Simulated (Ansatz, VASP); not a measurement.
**Co in VASP and in Ansatz**

File INCAR:

```
  PREC = Accurate
  ENCUT = 600
  EDIFF = 1E-6
  ISMEAR = -1
  SIGMA = 0.15
  LREAL = F
  LASPH = T
  NELM = 200
  ALGO = Normal
  ISIF = 2
  LWAVE = F
  LCHARG = F
  ISPIN = 2
  MAGMOM = 1.8 1.8 1.8 1.8 1.8 1.8
  LORBIT = 11
  LMAXMIX = 4
  NBANDS = 40
  GGA_COMPAT = F
```

Contents of KPOINTS:

```
Automatic mesh
0
Gamma
  6 6 6
```

POSCAR

```
Co
1.0
    0.0000000000      3.3412370267      3.3412370267
    3.3412370267      0.0000000000      3.3412370267
    3.3412370267      3.3412370267      0.0000000000
Co
6
Direct
    0.2500000000      0.2500000000      0.2500000000
    0.0000000000      0.0000000000      0.0000000000
    0.6250000000      0.6250000000      0.1250000000
    0.6250000000      0.1250000000      0.6250000000
    0.1250000000      0.6250000000      0.6250000000
    0.6250000000      0.6250000000      0.6250000000
```

Input for Ansatz:

```yaml
crystal:
  lattice:
    - [0.0, 3.3412370266921783, 3.3412370266921783]
    - [3.3412370266921783, 0.0, 3.3412370266921783]
    - [3.3412370266921783, 3.3412370266921783, 0.0]
  atoms:
    - { symbol: Co, position: [0.25, 0.25, 0.25], spin: 1.8 }
    - { symbol: Co, position: [0.0, 0.0, 0.0], spin: 1.8 }
    - { symbol: Co, position: [0.625, 0.625, 0.125], spin: 1.8 }
    - { symbol: Co, position: [0.625, 0.125, 0.625], spin: 1.8 }
    - { symbol: Co, position: [0.125, 0.625, 0.625], spin: 1.8 }
    - { symbol: Co, position: [0.625, 0.625, 0.625], spin: 1.8 }
basis:
  ecutwfc: 435.382179935808
kpoints:
  mp_grid:
    grid: [6, 6, 6]
hamiltonian:
  xc: lda
magnetization:
  spin_polarized: true
scf:
  convergence:
    dr2_threshold: 1.0e-09
  occupations:
    method: fermi_dirac
    width: 0.15
output:
  stress: true
```

Alike in both runs: task single point; functional LDA; k mesh 6 × 6 × 6; occupations fermi-dirac, width 0.15 eV; collinear spin.

|  | VASP | Ansatz |
| --- | --- | --- |
| version | VASP 6.6.1 | Ansatz 0.2.0 |
| potentials or method | VASP PAW LDA potentials, release 64 (Co), cutoff 600 eV | plane waves, PAW |
| valence electrons in the cell | 54 | 102 |

|  | VASP | Ansatz | Ansatz less VASP |
| --- | --- | --- | --- |
| pressure (GPa) | -27.1 | -26.4 | +0.73 |
| net moment per atom (μB) | 1.66 | 1.72 | +0.058 |
| size of the moment on the site where the two differ most (μB) | 1.62 | 1.72 | +0.103 |

LDA's correlation is that of Perdew and Zunger in VASP and of Perdew and Wang (1992) in Ansatz. Site moments also hang on the region over which each program counts them. VASP's potentials hold 54 valence electrons a cell and Ansatz's 102, so a difference there can come from the potentials and not from the codes. Ansatz's warnings: stress scf threshold loose.
